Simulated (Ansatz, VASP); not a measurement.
# SiC in VASP and in Ansatz

```
Si C
1.0
     3.11786    0.00000    0.00000
    -1.55893    2.70014    0.00000
     0.00000    0.00000   23.80000
Si C
1 1
Direct
  0.33333 0.66667 0.29412
  0.66667 0.33333 0.29412
```

Alike in both runs: functional PBE; dispersion D4; k mesh 12 × 12 × 1; occupations gaussian, width 0.03 eV; no spin polarisation.

Ansatz relaxed the structure, and its values are those at the end. VASP's run is a single point on that final structure, the one shown.

|  | VASP | Ansatz |
| --- | --- | --- |
| version | VASP 6.6.1 | Ansatz 0.2.0 |
| potentials or method | VASP PAW PBE potentials, release 64 (Si, C), cutoff 520 eV | scalar-relativistic, plane waves, PAW |
| valence electrons in the cell | 8 | 8 |

```tsv
	VASP	Ansatz	Ansatz less VASP
gap on the k mesh at the Fermi level (eV)	2.48	2.49	+0.008
least direct gap on the mesh (eV)	2.48	2.49	+0.008
```

Ansatz's warnings: dispersion switch in reach, relaxed geometry near dispersion switch, slab cell height set, structure snapped to symmetry, xc potential rough in thin density.
